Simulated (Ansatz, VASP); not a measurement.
One calculation of NaI, two programs

POSCAR

```
NaI
1.0
    0.0000000000      3.1970033438      3.1970033438
    3.1970033438      0.0000000000      3.1970033438
    3.1970033438      3.1970033438      0.0000000000
Na I
1 1
Direct
    0.0000000000      0.0000000000      0.0000000000
    0.5000000000      0.5000000000      0.5000000000
```

INCAR.step1

```
SYSTEM = NaI
  PREC = Accurate
  ENCUT = 520
  ISMEAR = 0
  SIGMA = 0.01
  LREAL = .FALSE.
  LASPH = .TRUE.
  NELM = 80
  NBANDS = 14
  GGA = PE
  ALGO = Normal
  EDIFF = 1E-4
  LWAVE = .TRUE.
  LCHARG = .FALSE.
```

The input INCAR.step2:

```
SYSTEM = NaI
  PREC = Accurate
  ENCUT = 520
  EDIFF = 1E-6
  ISMEAR = 0
  SIGMA = 0.01
  LREAL = .FALSE.
  LASPH = .TRUE.
  NELM = 80
  ALGO = Normal
  ISIF = 2
  LWAVE = .FALSE.
  LCHARG = .FALSE.
  METAGGA = R2SCAN
  LMIXTAU = .TRUE.
  NBANDS = 14
  ISTART = 1
```

Contents of KPOINTS:

```
regular mesh
0
G
  6 6 6
  0 0 0
```

Input for Ansatz:

```yaml
crystal:
  lattice:
    - [0.0, 3.1970033438, 3.1970033438]
    - [3.1970033438, 0.0, 3.1970033438]
    - [3.1970033438, 3.1970033438, 0.0]
  atoms:
    - { symbol: Na, position: [0.0, 0.0, 0.0] }
    - { symbol: I, position: [0.5, 0.5, 0.5] }
kpoints:
  mp_grid: { grid: [6, 6, 6] }
hamiltonian:
  xc: r2scan
scf:
  occupations: { method: fixed }
  n_extra_bands: 4
output:
  forces: true
  stress: true
  eigenvalues: true
```

Alike in both runs: task single point; functional r2SCAN; k mesh 6 × 6 × 6; no spin polarisation.

```csv
,VASP,Ansatz
version,VASP 6.6.1,Ansatz 0.2.0
potentials or method,"VASP PAW PBE potentials, release 64 (Na_pv, I)","plane waves, PAW"
plane-wave cutoff (eV),520,500
occupations,"gaussian, width 0.01 eV",fixed
valence electrons in the cell,14,26
```

```csv
,VASP,Ansatz,Ansatz less VASP
gap on the k mesh at the Fermi level (eV),4.55,4.55,-0.009
pressure (GPa),0.5,0.6,+0.10
```

VASP's potentials were made for PBE, not for r2SCAN. VASP's potentials hold 14 valence electrons a cell and Ansatz's 26, so a difference there can come from the potentials and not from the codes.

Neither program's run includes spin-orbit coupling.
